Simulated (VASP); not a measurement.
# CoBi (zincblende type) (F-43m) in VASP: notebook

The runs below take CoBi (zincblende type) through single point, with PBE.

Everything below comes from runs of VASP 6.6.1. Logs are shortened: lines on timing, memory, paths and dates and some standing lists are left out, and cuts for length are marked.

## Step 1: The cell of the first run

It takes space group F-43m (No. 216, cubic). Conventional cell: a = 5.774 Å, b = 5.774 Å, c = 5.774 Å, α = 90.00°, β = 90.00°, γ = 90.00°. Co (site symmetry -43m) has 4 Bi at 2.50 Å within 3.3 Å. Within 3.3 Å of Bi (site symmetry -43m) lie 4 Co at 2.50 Å.

## Step 2: Single point, PBE, collinear spin, ferromagnetic start (24.07 Å³/atom)

The input, INCAR:

```
SYSTEM = CoBi
PREC = Accurate ; ENCUT = 520
EDIFF = 1E-7 ; ISMEAR = -1
SIGMA = 0.08 ; LREAL = .False.
LASPH = .True. ; NELM = 150
ALGO = Normal ; ISIF = 2
LWAVE = .False. ; LCHARG = .False.
ISPIN = 2 ; MAGMOM = 2 0
LORBIT = 11 ; LMAXMIX = 4
GGA = PE ; NBANDS = 23
```

The input, KPOINTS:

```
regular mesh
0
Gamma
  9 9 9
  0 0 0
```

The input, POSCAR:

```
CoBi
1.0
    0.0000000000      2.8872182618      2.8872182618
    2.8872182618      0.0000000000      2.8872182618
    2.8872182618      2.8872182618      0.0000000000
Co Bi
1 1
Direct
    0.0000000000      0.0000000000      0.0000000000
    0.2500000000      0.2500000000      0.2500000000
```

Potentials or basis: VASP PAW PBE potentials, release 64 (Co, Bi_d).

On the command line:

```
cat potpaw_PBE.64/Co/POTCAR potpaw_PBE.64/Bi_d/POTCAR > POTCAR
mpirun -np 1 vasp_std > vasp.out
```

OUTCAR:

```text
SYSTEM = CoBi
   PREC = Accurate
   ENCUT = 520
   EDIFF = 1E-7
   ISMEAR = -1
   LREAL = .False.
   LASPH = .True.
   NELM = 150
   ISIF = 2
   ISPIN = 2
   LORBIT = 11
   GGA = PE

 ion  position               nearest neighbor table
   1  0.000  0.000  0.000-   2 2.50   2 2.50   2 2.50   2 2.50
   2  0.250  0.250  0.250-   1 2.50   1 2.50   1 2.50   1 2.50

  LATTYP: Found a face centered cubic cell.
 ALAT       =     5.7744365236

  Lattice vectors:

 A1 = (   0.0000000000,   2.8872182618,   2.8872182618)
 A2 = (   2.8872182618,   0.0000000000,   2.8872182618)
 A3 = (   2.8872182618,   2.8872182618,   0.0000000000)

Analysis of symmetry for initial positions (statically):
=====================================================================
 Subroutine PRICEL returns:
 Original cell was already a primitive cell.

 Routine SETGRP: Setting up the symmetry group for a
 face centered cubic supercell.

 Subroutine GETGRP returns: Found 24 space group operations
 (whereof 24 operations were pure point group operations)
 out of a pool of 48 trial point group operations.

The static configuration has the point symmetry T_d .

Analysis of symmetry for dynamics (positions and initial velocities):
=====================================================================
 Subroutine PRICEL returns:
 Original cell was already a primitive cell.

 Routine SETGRP: Setting up the symmetry group for a
 face centered cubic supercell.

 Subroutine GETGRP returns: Found 24 space group operations
 (whereof 24 operations were pure point group operations)
 out of a pool of 48 trial point group operations.

The dynamic configuration has the point symmetry T_d .

Analysis of structural, dynamic, and magnetic symmetry:
=====================================================================
 Subroutine PRICEL returns:
 Original cell was already a primitive cell.

 Routine SETGRP: Setting up the symmetry group for a
 face centered cubic supercell.

 Subroutine GETGRP returns: Found 24 space group operations
 (whereof 24 operations were pure point group operations)
 out of a pool of 48 trial point group operations.

The overall configuration has the point symmetry T_d .

 Subroutine INISYM returns: Found 24 space group operations
 (whereof 24 operations are pure point group operations),
 and found     1 'primitive' translations

----------------------------------------------------------------------------------------

                                     Primitive cell

  volume of cell :      48.1359
[... 111 lines left out ...]
  Fermi-wavevector in a.u.,A,eV,Ry     =   1.298142  2.453133 22.928176  1.685173
  Thomas-Fermi vector in A             =   2.429490
   LORBIT       =     11    0 simple, 1 ext, 2 COOP (PROOUT), +10 PAW based schemes
   GGA     = PE    functional components
   LHFCALC =     F    Hartree Fock is set to
   AEXX    =    0.0000 exact exchange contribution
   IVDW    =     0    specifies the selected vdW correction
   LEPSILON=     F    determine dielectric tensor
   LRPA    =     F    only Hartree local field effects (RPA)
 spin polarized calculation
  energy-cutoff  :      520.00
  volume of cell :       48.14
 maximum number of plane-waves:      1317
   NGX = 15   NGY = 15   NGZ = 15

 number of electron      23.9999989 magnetization       0.0012709

 Free energy of the ion-electron system (eV)
  ---------------------------------------------------
  ext. energy  EPLUGINS =         0.00000000
  ---------------------------------------------------
  free energy    TOTEN  =        -9.46409880 eV

  energy without entropy =       -9.42092053  energy(sigma->0) =       -9.44250967

 E-fermi :   6.3614     XC(G=0): -10.1760

 val. band max:        6.3171044337   @ k =  -0.4444   0.3333   0.0000
 cond. band min:       6.3981486549   @ k =  -0.2222   0.2222   0.0000
 fundamental gap:      0.0810442212
 Fermi energy:         6.3613708532

 spin component 1

 k-point     1 :       0.0000    0.0000    0.0000
  band No.  band energies     occupation
      1     -16.0138      1.00000
      2     -16.0138      1.00000
      3     -16.0138      1.00000
      4     -15.9517      1.00000
      5     -15.9517      1.00000
      6      -5.6853      1.00000
[... 613 lines left out ...]
     22      22.6212      0.00000
     23      22.6212      0.00000

 [... further k-points ...]

 spin component 2

 k-point     1 :       0.0000    0.0000    0.0000
  band No.  band energies     occupation
      1     -16.0138      1.00000
      2     -16.0138      1.00000
      3     -16.0138      1.00000
      4     -15.9517      1.00000
      5     -15.9517      1.00000
      6      -5.6854      1.00000
[... 613 lines left out ...]
     22      22.6213      0.00000
     23      22.6213      0.00000

 [... further k-points ...]

------------------------ aborting loop because EDIFF is reached ----------------------------------------

  FORCE on cell =-STRESS in cart. coord.  units (eV):
  Direction    XX          YY          ZZ          XY          YZ          ZX
  --------------------------------------------------------------------------------------
  -------------------------------------------------------------------------------------
  Total        1.1439612      1.1439612      1.1439612     -0.0000000      0.0000000      0.0000000
  in kB       38.0761510     38.0761510     38.0761510     -0.0000000      0.0000000      0.0000000
  external PRESSURE =      38.0761510 kB  Pullay stress =       0.0000000 kB

 VOLUME and BASIS-vectors are now :
 -----------------------------------------------------------------------------
  energy-cutoff  :      520.00
  volume of cell :       48.14
      direct lattice vectors                 reciprocal lattice vectors
     0.000000000  2.887218262  2.887218262    -0.173177070  0.173177070  0.173177070
     2.887218262  0.000000000  2.887218262     0.173177070 -0.173177070  0.173177070
     2.887218262  2.887218262  0.000000000     0.173177070  0.173177070 -0.173177070

 POSITION                                       TOTAL-FORCE (eV/Angst)
 -----------------------------------------------------------------------------------
      0.00000      0.00000      0.00000         0.000000     -0.000000     -0.000000
      1.44361      1.44361      1.44361         0.000000      0.000000      0.000000
 -----------------------------------------------------------------------------------
    total drift:                               -0.000000     -0.000000     -0.000000

  FREE ENERGIE OF THE ION-ELECTRON SYSTEM (eV)
  ---------------------------------------------------
  free  energy   TOTEN  =        -9.4640987984 eV

  energy  without entropy=       -9.4209205328  energy(sigma->0) =       -9.44250967

 total charge

# of ion       s       p       d       tot
------------------------------------------
    1        0.450   0.306   7.513   8.270
    2        1.458   1.565   9.960  12.982
--------------------------------------------------
tot          1.908   1.871  17.473  21.252

 magnetization (x)

# of ion       s       p       d       tot
------------------------------------------
    1        0.000   0.000   0.001   0.001
    2        0.000  -0.000   0.000  -0.000
--------------------------------------------------
tot          0.000  -0.000   0.001   0.001
```

stdout:

```text
POSCAR found type information on POSCAR CoBi
 POSCAR found :  2 types and       2 ions
 scaLAPACK will be used
 LDA part: xc-table for (Slater+PW92), standard interpolation
 POSCAR, INCAR and KPOINTS ok, starting setup
 FFT: planning ... GRIDC
 FFT: planning ... GRID_SOFT
 FFT: planning ... GRID
 WAVECAR not read
 entering main loop
```

Run time: 2.3 min. Hardware: 1 thread of Oxide Virtual Turin-like, shared host; peak memory 0.19 GiB.

Results:

- Free energy: -9.4641 eV
- Pressure: 3.8 GPa
- Band gap on the k mesh: zero (filled and empty bands overlap)
- Net moment: 0.00 μB per cell
- Valence electrons inside the program's atomic spheres: Co 8.27; Bi 12.98

Levels at points of the mesh, in eV from the Fermi level:
Spin up:
| k point | band 8 | band 9 | band 10 | band 11 | band 12 | band 13 | band 14 | band 15 | band 16 | band 17 |
| --- | --- | --- | --- | --- | --- | --- | --- | --- | --- | --- |
| (0.00, 0.00, 0.00) | -2.07 | -2.07 | -0.81 | -0.81 | 4.15 | 4.15 | 4.15 | 4.20 | 6.92 | 6.92 |
Spin down:
```
           k point  band 10  band 11  band 12  band 13  band 14  band 15
(0.00, 0.00, 0.00)    -0.81    -0.81     4.15     4.15     4.15     4.20
```

Caveat: the cell stands under pressure; the moments typed at the start vanished in this run; spin-orbit coupling is left out, which moves the levels of the heavy elements.

## Step 3: Single point, PBE, collinear spin, ferromagnetic start (24.70 Å³/atom)

This run uses another cell than the first one, of 24.70 Å³/atom.

The input, INCAR:

```
PREC     = Accurate       # precision mode
ENCUT    = 520            # plane-wave cutoff, eV
EDIFF    = 1E-6           # SCF threshold, eV
ISMEAR   = -1             # smearing method
SIGMA    = 0.08           # smearing width, eV
LREAL    = False          # projectors in reciprocal space
LASPH    = True           # aspherical terms in the spheres
NELM     = 150            # most SCF steps
ALGO     = Normal         # electronic algorithm
ISIF     = 2              # what is computed and relaxed
LWAVE    = False          # write WAVECAR
LCHARG   = False          # write CHGCAR
ISPIN    = 2              # spin polarisation
MAGMOM   = 2 0            # initial moments
LORBIT   = 11             # projections on sites
LMAXMIX  = 4              # l up to which the mixer works
GGA      = PE             # functional
NBANDS   = 23             # bands
```

The input, KPOINTS:

```
regular mesh
0
Gamma
  9 9 9
```

The input, POSCAR:

```
CoBi
1.0
    0.0000000000      2.9123257678      2.9123257678
    2.9123257678      0.0000000000      2.9123257678
    2.9123257678      2.9123257678      0.0000000000
Co Bi
1 1
Direct
    0.0000000000      0.0000000000      0.0000000000
    0.2500000000      0.2500000000      0.2500000000
```

Potentials or basis: VASP PAW PBE potentials, release 64 (Co, Bi_d).

On the command line:

```
cat potpaw_PBE.64/Co/POTCAR potpaw_PBE.64/Bi_d/POTCAR > POTCAR
mpirun -np 1 vasp_std > vasp.out
```

Wall time 2.3 min (1 thread of Oxide Virtual Turin-like, shared host); peak memory 0.2 GiB.

It converged, with:

```yaml
Free_energy: -9.4862 eV
Pressure: 1.8 GPa
Band_gap_on_the_k_mesh: zero (filled and empty bands overlap)
Net_moment: 0.00 μB per cell
Valence_electrons_inside_the_program's_atomic_spheres: Co 8.23; Bi 12.96
```

Levels at points of the mesh, in eV from the Fermi level:
Spin up:
| k point | band 10 | band 11 | band 12 | band 13 | band 14 | band 15 |
| --- | --- | --- | --- | --- | --- | --- |
| (0.00, 0.00, 0.00) | -0.79 | -0.79 | 4.01 | 4.01 | 4.01 | 4.01 |
Spin down:
```tsv
k point	band 9	band 10	band 11	band 12	band 13	band 14	band 15	band 16
(0.00, 0.00, 0.00)	-2.01	-0.78	-0.78	4.01	4.01	4.01	4.01	6.82
```

Caveat: the moments typed at the start vanished in this run; spin-orbit coupling is left out, which moves the levels of the heavy elements.

## Step 4: Single point, PBE, collinear spin, ferromagnetic start

This run uses another cell than the first one, of 25.33 Å³/atom.

The input, INCAR:

```
SYSTEM = CoBi
ALGO = Normal
EDIFF = 1E-6
ENCUT = 520
GGA = PE
ISIF = 2
ISMEAR = -1
ISPIN = 2
LASPH = .True.
LCHARG = .False.
LMAXMIX = 4
LORBIT = 11
LREAL = .False.
LWAVE = .False.
MAGMOM = 2 0
NBANDS = 23
NELM = 150
PREC = Accurate
SIGMA = 0.08
```

The input, KPOINTS:

```
k-points
0
Gamma
  9 9 9
  0 0 0
```

The input, POSCAR:

```
CoBi
1.0
    0.0000000000      2.9370076715      2.9370076715
    2.9370076715      0.0000000000      2.9370076715
    2.9370076715      2.9370076715      0.0000000000
Co Bi
1 1
Direct
    0.0000000000      0.0000000000      0.0000000000
    0.2500000000      0.2500000000      0.2500000000
```

Potentials or basis: VASP PAW PBE potentials, release 64 (Co, Bi_d).

On the command line:

```
cat potpaw_PBE.64/Co/POTCAR potpaw_PBE.64/Bi_d/POTCAR > POTCAR
mpirun -np 1 vasp_std > vasp.out
```

OUTCAR:

```text
SYSTEM = CoBi
   EDIFF = 1E-6
   ENCUT = 520
   GGA = PE
   ISIF = 2
   ISMEAR = -1
   ISPIN = 2
   LASPH = .True.
   LORBIT = 11
   LREAL = .False.
   NELM = 150
   PREC = Accurate

 ion  position               nearest neighbor table
   1  0.000  0.000  0.000-   2 2.54   2 2.54   2 2.54   2 2.54
   2  0.250  0.250  0.250-   1 2.54   1 2.54   1 2.54   1 2.54

  LATTYP: Found a face centered cubic cell.
 ALAT       =     5.8740153430

  Lattice vectors:

 A1 = (   0.0000000000,   2.9370076715,   2.9370076715)
 A2 = (   2.9370076715,   0.0000000000,   2.9370076715)
 A3 = (   2.9370076715,   2.9370076715,   0.0000000000)

Analysis of symmetry for initial positions (statically):
=====================================================================
 Subroutine PRICEL returns:
 Original cell was already a primitive cell.

 Routine SETGRP: Setting up the symmetry group for a
 face centered cubic supercell.

 Subroutine GETGRP returns: Found 24 space group operations
 (whereof 24 operations were pure point group operations)
 out of a pool of 48 trial point group operations.

[... 1436 lines left out ...]
     23      21.6666      0.00000

 [... further k-points ...]

------------------------ aborting loop because EDIFF is reached ----------------------------------------

  FORCE on cell =-STRESS in cart. coord.  units (eV):
  Direction    XX          YY          ZZ          XY          YZ          ZX
  --------------------------------------------------------------------------------------
  -------------------------------------------------------------------------------------
  Total       -0.0120021     -0.0120021     -0.0120021      0.0000000      0.0000000     -0.0000000
  in kB       -0.3795095     -0.3795095     -0.3795095      0.0000000      0.0000000     -0.0000000
  external PRESSURE =      -0.3795095 kB  Pullay stress =       0.0000000 kB

 VOLUME and BASIS-vectors are now :
 -----------------------------------------------------------------------------
  energy-cutoff  :      520.00
  volume of cell :       50.67
      direct lattice vectors                 reciprocal lattice vectors
     0.000000000  2.937007671  2.937007671    -0.170241299  0.170241299  0.170241299
     2.937007671  0.000000000  2.937007671     0.170241299 -0.170241299  0.170241299
     2.937007671  2.937007671  0.000000000     0.170241299  0.170241299 -0.170241299

 POSITION                                       TOTAL-FORCE (eV/Angst)
 -----------------------------------------------------------------------------------
      0.00000      0.00000      0.00000         0.000000      0.000000      0.000000
      1.46850      1.46850      1.46850        -0.000000     -0.000000     -0.000000
 -----------------------------------------------------------------------------------
    total drift:                                0.000001      0.000001      0.000001

  FREE ENERGIE OF THE ION-ELECTRON SYSTEM (eV)
  ---------------------------------------------------
  free  energy   TOTEN  =        -9.4932396796 eV

  energy  without entropy=       -9.4475697051  energy(sigma->0) =       -9.47040469

 total charge

# of ion       s       p       d       tot
------------------------------------------
    1        0.434   0.280   7.479   8.194
    2        1.459   1.529   9.950  12.937
--------------------------------------------------
tot          1.893   1.809  17.429  21.131

 magnetization (x)

# of ion       s       p       d       tot
------------------------------------------
    1       -0.000   0.000  -0.000  -0.000
    2       -0.000   0.000   0.000   0.000
--------------------------------------------------
tot         -0.000   0.000  -0.000  -0.000
```

stdout:

```text
POSCAR found type information on POSCAR CoBi
 POSCAR found :  2 types and       2 ions
 scaLAPACK will be used
 LDA part: xc-table for (Slater+PW92), standard interpolation
 POSCAR, INCAR and KPOINTS ok, starting setup
 FFT: planning ... GRIDC
 FFT: planning ... GRID_SOFT
 FFT: planning ... GRID
 WAVECAR not read
 entering main loop
```

Wall time 3 min (1 thread of Oxide Virtual Turin-like, shared host); peak memory 0.21 GiB.

What came out:

```
Free energy                                           : -9.4932 eV
Pressure                                              : 0.0 GPa
Band gap on the k mesh                                : zero (filled and empty bands overlap)
Net moment                                            : 0.00 μB per cell
Valence electrons inside the program's atomic spheres : Co 8.19; Bi 12.94
```

Caveat: the moments typed at the start vanished in this run; spin-orbit coupling is left out, which moves the levels of the heavy elements.

## Step 5: Single point, PBE, collinear spin, ferromagnetic start (25.97 Å³/atom)

This run uses another cell than the first one, of 25.97 Å³/atom.

The input, INCAR:

```
SYSTEM = CoBi
PREC     = Accurate       ! precision mode
ENCUT    = 520            ! plane-wave cutoff, eV
EDIFF    = 1E-7           ! SCF threshold, eV
ISMEAR   = -1             ! smearing method
SIGMA    = 0.08           ! smearing width, eV
LREAL    = .False.        ! projectors in reciprocal space
LASPH    = .True.         ! aspherical terms in the spheres
NELM     = 150            ! most SCF steps
ALGO     = Normal         ! electronic algorithm
ISIF     = 2              ! what is computed and relaxed
LWAVE    = .False.        ! write WAVECAR
LCHARG   = .True.         ! write CHGCAR
ISPIN    = 2              ! spin polarisation
MAGMOM   = 2 0            ! initial moments
LORBIT   = 11             ! projections on sites
LMAXMIX  = 4              ! l up to which the mixer works
GGA      = PE             ! functional
LELF     = .True.         ! ELF
LVHAR    = .True.       
NBANDS   = 23             ! bands
```

The input, KPOINTS:

```
regular mesh
0
Gamma
  9 9 9
  0 0 0
```

The input, POSCAR:

```
CoBi
1.0
    0.0000000000      2.9612815629      2.9612815629
    2.9612815629      0.0000000000      2.9612815629
    2.9612815629      2.9612815629      0.0000000000
Co Bi
1 1
Direct
    0.0000000000      0.0000000000      0.0000000000
    0.2500000000      0.2500000000      0.2500000000
```

On the command line:

```
cat potpaw_PBE.64/Co/POTCAR potpaw_PBE.64/Bi_d/POTCAR > POTCAR
mpirun -np 1 vasp_std > vasp.out
```

Wall time 3.6 min (1 thread of Oxide Virtual Turin-like, shared host); peak memory 0.21 GiB.

The run converged. Its results:

```
Free energy                                           : -9.4871 eV
Pressure                                              : -1.6 GPa
Band gap on the k mesh                                : zero (filled and empty bands overlap)
Net moment                                            : 0.00 μB per cell
Valence electrons inside the program's atomic spheres : Co 8.16; Bi 12.92
```

Levels at points of the mesh, in eV from the Fermi level:
Spin up:
| k point | band 9 | band 10 | band 11 | band 12 | band 13 | band 14 | band 15 | band 16 |
| --- | --- | --- | --- | --- | --- | --- | --- | --- |
| (0.00, 0.00, 0.00) | -1.91 | -0.73 | -0.73 | 3.65 | 3.74 | 3.74 | 3.74 | 6.63 |
Spin down:
```
           k point  band 10  band 11  band 12  band 13  band 14  band 15
(0.00, 0.00, 0.00)    -0.73    -0.73     3.65     3.74     3.74     3.74
```

Caveat: the moments typed at the start vanished in this run; spin-orbit coupling is left out, which moves the levels of the heavy elements.

The gap in the log of VASP goes by the Fermi energy; the results here count the filled bands.